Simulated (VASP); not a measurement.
The system is ZrC.

```
Zr C
1.0
     0.00000    2.39612    2.39612
     2.39612    0.00000    2.39612
     2.39612    2.39612    0.00000
Zr C
1 1
Cartesian
  2.3961 2.3961 2.3961
  0.0000 0.0000 0.0000
```

This cell differs from its parent crystal: volume scaled by 1.04.

Base run:

* Program: VASP 6.6.1
* Functional: PBEsol
* Potentials or basis: VASP PAW PBE potentials, release 64 (Zr_sv, C)
* Cutoff: 520 eV
* k mesh: 10 × 10 × 10
* Occupations: fermi-dirac, width 0.05 eV
* Spin: no spin polarisation

Its results: band gap on the k mesh zero (band 8 reaches 9.78 eV, above the bottom of band 9 at 8.51 eV); pressure -15.4 GPa.

The run is repeated on the same cell with these changes: functional from PBEsol to PBE. What comes out?

Band gap on the k mesh zero (band 8 reaches 9.88 eV, above the bottom of band 9 at 8.63 eV); pressure -10.3 GPa.

PBE binds less tightly than PBEsol, so the same cell stands under more pressure.

Caveats: the PAW data sets were made with another functional, which shifts forces and pressure a little (some runs).
